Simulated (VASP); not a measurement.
# KBr (R-3m) in VASP: a series of runs

KBr is run at these levels: PBE, r2SCAN, HSE06; tasks: single point.

Everything below comes from runs of VASP 6.6.1. Logs are shortened: lines on timing, memory, paths and dates and some standing lists are left out, and cuts for length are marked.

## Step 1: The cell of the first run

The structure is trigonal, space group R-3m (No. 166). Conventional cell: a = 4.563 Å, b = 4.563 Å, c = 11.732 Å, α = 90.00°, β = 90.00°, γ = 120.00°. K (site symmetry -3m) has 6 Br at 3.28 Å within 4.3 Å. Br (site symmetry -3m) has 6 K at 3.28 Å within 4.3 Å.

## Step 2: Single point, PBE (epitaxial 111 strain -2.3%)

INCAR reads:

```
PREC = Accurate
ENCUT = 520
EDIFF = 1E-6
ISMEAR = -1
SIGMA = 0.02
LREAL = F
LASPH = T
NELM = 80
ALGO = Normal
ISIF = 2
LWAVE = F
LCHARG = T
GGA = PE
LELF = T
LVHAR = T
NBANDS = 15
```

KPOINTS reads:

```
regular mesh
0
Gamma
  6 6 6
```

POSCAR reads:

```
KBr
1.0
    0.1067040935      3.3333304385      3.3333304385
    3.3333304385      0.1067040935      3.3333304385
    3.3333304385      3.3333304385      0.1067040935
K Br
1 1
Direct
    0.0000000000      0.0000000000      0.0000000000
    0.5000000000      0.5000000000      0.5000000000
```

Potentials or basis: VASP PAW PBE potentials, release 64 (K_sv, Br).

The run is started by

```console
> cat potpaw_PBE.64/K_sv/POTCAR potpaw_PBE.64/Br/POTCAR > POTCAR
> mpirun -np 1 vasp_std > vasp.out
```

OUTCAR:

```text
PREC = Accurate
   ENCUT = 520
   EDIFF = 1E-6
   ISMEAR = -1
   LREAL = F
   LASPH = T
   NELM = 80
   ISIF = 2
   GGA = PE

 ion  position               nearest neighbor table
   1  0.000  0.000  0.000-   2 3.28   2 3.28   2 3.28   2 3.28   2 3.28   2 3.28
   2  0.500  0.500  0.500-   1 3.28   1 3.28   1 3.28   1 3.28   1 3.28   1 3.28

  LATTYP: Found a trigonal (rhomboedric) cell.
 ALAT       =     4.7152486030
 COS(alpha) =     0.5317388140

  Lattice vectors:

 A1 = (   0.1067040935,   3.3333304385,   3.3333304385)
 A2 = (   3.3333304385,   0.1067040935,   3.3333304385)
 A3 = (   3.3333304385,   3.3333304385,   0.1067040935)

Analysis of symmetry for initial positions (statically):
=====================================================================
 Subroutine PRICEL returns:
 Original cell was already a primitive cell.

 Routine SETGRP: Setting up the symmetry group for a
 trigonal (rhombohedral) supercell.

 Subroutine GETGRP returns: Found 12 space group operations
 (whereof 12 operations were pure point group operations)
 out of a pool of 12 trial point group operations.

The static configuration has the point symmetry D_3d.

Analysis of symmetry for dynamics (positions and initial velocities):
=====================================================================
 Subroutine PRICEL returns:
 Original cell was already a primitive cell.

 Routine SETGRP: Setting up the symmetry group for a
 trigonal (rhombohedral) supercell.

 Subroutine GETGRP returns: Found 12 space group operations
 (whereof 12 operations were pure point group operations)
 out of a pool of 12 trial point group operations.

The dynamic configuration has the point symmetry D_3d.

 Subroutine INISYM returns: Found 12 space group operations
 (whereof 12 operations are pure point group operations),
 and found     1 'primitive' translations

----------------------------------------------------------------------------------------

                                     Primitive cell

  volume of cell :      70.5183

  direct lattice vectors                    reciprocal lattice vectors
     0.106704093  3.333330438  3.333330438    -0.157401784  0.152519445  0.152519445
     3.333330438  0.106704093  3.333330438     0.152519445 -0.157401784  0.152519445
     3.333330438  3.333330438  0.106704093     0.152519445  0.152519445 -0.157401784

  length of vectors
     4.715248603  4.715248603  4.715248603     0.267020006  0.267020006  0.267020006

  position of ions in fractional coordinates (direct lattice)
     0.000000000  0.000000000  0.000000000
     0.500000000  0.500000000  0.500000000

  ion indices of the primitive-cell ions
   primitive index   ion index
                 1           1
                 2           2

----------------------------------------------------------------------------------------

 KPOINTS: regular mesh

Automatic generation of k-mesh.
 Grid dimensions read from file:
 generate k-points for:    6    6    6

 Generating k-lattice:

  Cartesian coordinates                     Fractional coordinates (reciprocal lattice)
    -0.026233631  0.025419907  0.025419907     0.166666667 -0.000000000 -0.000000000
     0.025419907 -0.026233631  0.025419907    -0.000000000  0.166666667 -0.000000000
     0.025419907  0.025419907 -0.026233631    -0.000000000 -0.000000000  0.166666667

  Length of vectors
     0.044503334  0.044503334  0.044503334

  Shift w.r.t. Gamma in fractional coordinates (k-lattice)
     0.000000000  0.000000000  0.000000000

 Subroutine IBZKPT returns following result:
 ===========================================

 Found     32 irreducible k-points:

 Following reciprocal coordinates:
            Coordinates               Weight
  0.000000  0.000000  0.000000      1.000000
  0.166667  0.000000  0.000000      6.000000
  0.333333 -0.000000 -0.000000      6.000000
  0.500000  0.000000 -0.000000      3.000000
  0.166667  0.166667  0.000000      6.000000
  0.333333  0.166667  0.000000     12.000000
[... 16 lines left out ...]
  0.500000  0.500000  0.166667      6.000000
 -0.333333  0.500000  0.166667     12.000000
 [... further k-points ...]
   k-points           NKPTS =     32   k-points in BZ     NKDIM =     32   number of bands    NBANDS=     15
   number of dos      NEDOS =    301   number of ions     NIONS =      2
   total plane-waves  NPLWV =  46656
   dimension x,y,z NGX =    36 NGY =   36 NGZ =   36
   dimension x,y,z NGXF=    72 NGYF=   72 NGZF=   72
   ions per type =               1   1
   NGX,Y,Z   is equivalent  to a cutoff of  12.69, 12.69, 12.69 a.u.
   NGXF,Y,Z  is equivalent  to a cutoff of  25.39, 25.39, 25.39 a.u.
 SYSTEM =  unknown system
   PREC   = accura    normal or accurate (medium, high low for compatibility)
   ISTART =      0    job   : 0-new  1-cont  2-samecut
   ICHARG =      2    charge: 1-file 2-atom 10-const
   ISPIN  =      1    spin polarized calculation?
   LNONCOLLINEAR =      F non collinear calculations
   LSORBIT =      F    spin-orbit coupling
   LASPH  =      T    aspherical Exc in radial PAW
   ENCUT  =  520.0 eV  38.22 Ry    6.18 a.u.   8.77  8.77  8.77*2*pi/ulx,y,z
   NELM   =     80;   NELMIN=  2; NELMDL= -5     # of ELM steps
   EDIFF  = 0.1E-05   stopping-criterion for ELM
   LREAL  =      F    real-space projection
   EDIFFG = 0.1E-04   stopping-criterion for IOM
   NSW    =      0    number of steps for IOM
   IBRION =     -1    ionic relax: 0-MD 1-quasi-New 2-CG
   NFREE  =      0    steps in history (QN), initial steepest desc. (CG)
   ISIF   =      2    stress and relaxation
   ISYM   =      2    0-nonsym 1-usesym 2-fastsym
   POTIM  = 0.5000    time-step for ionic-motion
   TEBEG  =    0.0;   TEEND  =   0.0 temperature during run
   PSTRESS=    0.0 pullay stress
   NELECT =      16.0000    total number of electrons
   NUPDOWN=      -1.0000    fix difference up-down
   EMIN   =  10.00;   EMAX   =-10.00  energy-range for DOS
   EFERMI =   0.00;   METHOD = LEGACY
   ISMEAR =    -1;   SIGMA  =   0.02  broadening in eV -4-tet -1-fermi 0-gaus
   EFERMI_NEDOS =   21; number of points for ismear=-14 and -15
   IALGO  =     38    algorithm
   IMIX   =      4    mixing-type and parameters
     AMIX     =   0.40;   BMIX     =  1.00
     AMIX_MAG =   1.60;   BMIX_MAG =  1.00
  volume/ion in A,a.u.               =      35.26       237.94
  Fermi-wavevector in a.u.,A,eV,Ry     =   0.998499  1.886889 13.565007  0.997000
  Thomas-Fermi vector in A             =   2.130726
   LORBIT       =      0    0 simple, 1 ext, 2 COOP (PROOUT), +10 PAW based schemes
   GGA     = PE    functional components
   LHFCALC =     F    Hartree Fock is set to
   AEXX    =    0.0000 exact exchange contribution
   IVDW    =     0    specifies the selected vdW correction
   LEPSILON=     F    determine dielectric tensor
   LRPA    =     F    only Hartree local field effects (RPA)
 non-spin polarized calculation
  energy-cutoff  :      520.00
  volume of cell :       70.52
 maximum number of plane-waves:      1931
   NGX = 17   NGY = 17   NGZ = 17

 number of electron      16.0000002 magnetization

 Free energy of the ion-electron system (eV)
  ---------------------------------------------------
  ext. energy  EPLUGINS =         0.00000000
  ---------------------------------------------------
  free energy    TOTEN  =        -6.20359446 eV

  energy without entropy =       -6.20359446  energy(sigma->0) =       -6.20359446

 E-fermi :  -1.2304     XC(G=0):  -7.4479

 val. band max:       -1.6186972339   @ k =   0.0000   0.0000   0.0000
 cond. band min:       2.8159289651   @ k =   0.0000   0.0000   0.0000
 fundamental gap:      4.4346261990
 Fermi energy:        -1.2304190268

 k-point     1 :       0.0000    0.0000    0.0000
  band No.  band energies     occupation
      1     -29.4112      2.00000
      2     -13.9753      2.00000
      3     -12.8909      2.00000
      4     -12.8909      2.00000
      5     -12.8867      2.00000
      6      -1.7337      2.00000
      7      -1.6187      2.00000
      8      -1.6187      2.00000
      9       2.8159      0.00000
     10       5.7068      0.00000
     11       6.0723      0.00000
     12       6.0723      0.00000
     13       6.7912      0.00000
     14       6.7912      0.00000
     15       9.9936      0.00000

 k-point     2 :       0.1667    0.0000    0.0000
  band No.  band energies     occupation
      1     -29.4095      2.00000
      2     -14.0255      2.00000
      3     -12.8933      2.00000
      4     -12.8883      2.00000
      5     -12.8214      2.00000
      6      -2.0196      2.00000
      7      -1.8154      2.00000
      8      -1.7157      2.00000
      9       3.4904      0.00000
     10       5.8540      0.00000
     11       6.0967      0.00000
     12       6.4073      0.00000
     13       7.1428      0.00000
     14       7.1775      0.00000
     15      10.9508      0.00000

 k-point     3 :       0.3333   -0.0000   -0.0000
  band No.  band energies     occupation
      1     -29.4062      2.00000
      2     -14.1120      2.00000
      3     -12.8983      2.00000
      4     -12.8901      2.00000
      5     -12.6968      2.00000
      6      -2.6205      2.00000
      7      -1.9963      2.00000
      8      -1.8969      2.00000
      9       4.5917      0.00000
     10       6.1315      0.00000
     11       7.0007      0.00000
     12       7.3070      0.00000
     13       8.0219      0.00000
     14       8.1456      0.00000
     15       9.9579      0.00000
[... 343 lines left out ...]
 k-point    23 :       0.5000    0.5000    0.1667
  band No.  band energies     occupation
      1     -29.4038      2.00000
      2     -13.9651      2.00000
      3     -12.9614      2.00000
      4     -12.9198      2.00000
      5     -12.8337      2.00000
      6      -2.4787      2.00000
      7      -2.1341      2.00000
      8      -1.9070      2.00000
      9       4.6252      0.00000
     10       5.8260      0.00000
     11       7.3560      0.00000
     12       7.9471      0.00000
     13       8.1296      0.00000
     14       8.8093      0.00000
     15       9.3564      0.00000

 k-point    24 :      -0.3333    0.5000    0.1667
  band No.  band energies     occupation
      1     -29.4030      2.00000
      2     -13.9481      2.00000
      3     -12.9759      2.00000
      4     -12.9406      2.00000
      5     -12.8215      2.00000
      6      -2.3881      2.00000
      7      -2.1728      2.00000
      8      -2.0972      2.00000
      9       4.9282      0.00000
     10       6.3334      0.00000
     11       6.6733      0.00000
     12       7.6359      0.00000
     13       8.3798      0.00000
     14       9.2031      0.00000
     15       9.7476      0.00000

 [... further k-points ...]

------------------------ aborting loop because EDIFF is reached ----------------------------------------

  FORCE on cell =-STRESS in cart. coord.  units (eV):
  Direction    XX          YY          ZZ          XY          YZ          ZX
  --------------------------------------------------------------------------------------
  -------------------------------------------------------------------------------------
  Total        0.4735286      0.4735286      0.4735286     -0.0763970     -0.0763970     -0.0763970
  in kB       10.7585807     10.7585807     10.7585807     -1.7357406     -1.7357406     -1.7357406
  external PRESSURE =      10.7585807 kB  Pullay stress =       0.0000000 kB

 VOLUME and BASIS-vectors are now :
 -----------------------------------------------------------------------------
  energy-cutoff  :      520.00
  volume of cell :       70.52
      direct lattice vectors                 reciprocal lattice vectors
     0.106704093  3.333330438  3.333330438    -0.157401784  0.152519445  0.152519445
     3.333330438  0.106704093  3.333330438     0.152519445 -0.157401784  0.152519445
     3.333330438  3.333330438  0.106704093     0.152519445  0.152519445 -0.157401784

 POSITION                                       TOTAL-FORCE (eV/Angst)
 -----------------------------------------------------------------------------------
      0.00000      0.00000      0.00000         0.000000      0.000000      0.000000
      3.38668      3.38668      3.38668        -0.000000     -0.000000     -0.000000
 -----------------------------------------------------------------------------------
    total drift:                                0.000000      0.000000      0.000000

  FREE ENERGIE OF THE ION-ELECTRON SYSTEM (eV)
  ---------------------------------------------------
  free  energy   TOTEN  =        -6.2035944614 eV

  energy  without entropy=       -6.2035944614  energy(sigma->0) =       -6.20359446
```

Wall time 24 s (1 thread of Oxide Virtual Turin-like, shared host); peak memory 0.18 GiB.

What came out:

- Free energy: -6.2036 eV
- Pressure: 1.1 GPa
- Band gap on the k mesh: 4.43 eV

Levels at points of the mesh, in eV from the valence-band top:
| k point | band 6 | band 7 | band 8 | band 9 | band 10 | band 11 |
| --- | --- | --- | --- | --- | --- | --- |
| (0.00, 0.00, 0.00) | -0.11 | 0.00 | 0.00 | 4.43 | 7.33 | 7.69 |
| (0.50, 0.00, 0.00) | -1.25 | -0.46 | -0.36 | 6.58 | 8.28 | 9.68 |
| (0.50, 0.50, 0.00) | -0.88 | -0.38 | -0.28 | 5.80 | 7.22 | 9.34 |
| (0.50, 0.50, 0.50) | -1.27 | -0.31 | -0.31 | 6.61 | 8.09 | 9.67 |

Caveat: the cell differs from its parent crystal (epitaxial 111 strain -2.3%).

(Continued in part 2 of 2.)
